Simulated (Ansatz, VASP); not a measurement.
## SnSe2 in VASP and in Ansatz

```
CELL_PARAMETERS angstrom
3.81100 0.00000 0.00000
-1.90550 3.30042 0.00000
0.00000 0.00000 6.13600
ATOMIC_POSITIONS crystal
Sn 0.00000 0.00000 0.00000
Se 0.33333 0.66667 0.24900
Se 0.66667 0.33333 0.75100
```

Alike in both runs: task single point; functional r2SCAN; dispersion rVV10; k mesh 6 × 6 × 4; occupations gaussian, width 0.1 eV; no spin polarisation.

|  | VASP | Ansatz |
| --- | --- | --- |
| version | VASP 6.6.1 | Ansatz 0.2.0 |
| potentials or method | VASP PAW PBE potentials, release 64 (Sn_d, Se), cutoff 520 eV | scalar-relativistic, plane waves, PAW |
| valence electrons in the cell | 26 | 46 |

```tsv
	VASP	Ansatz	Ansatz less VASP
gap on the k mesh at the Fermi level (eV)	1.08	1.08	+0.003
least direct gap on the mesh (eV)	1.50	1.50	+0.008
pressure (GPa)	2.9	2.7	-0.24
traceless stress, the component that is largest in VASP (GPa)	0.93	0.95	+0.024
rms of the force components (eV/Å)	0.271	0.256	-0.0145
```

VASP's potentials were made for PBE, not for r2SCAN. Atom by atom the forces differ by 0.015 eV/Å (rms over components). VASP's potentials hold 26 valence electrons a cell and Ansatz's 46, so a difference there can come from the potentials and not from the codes.
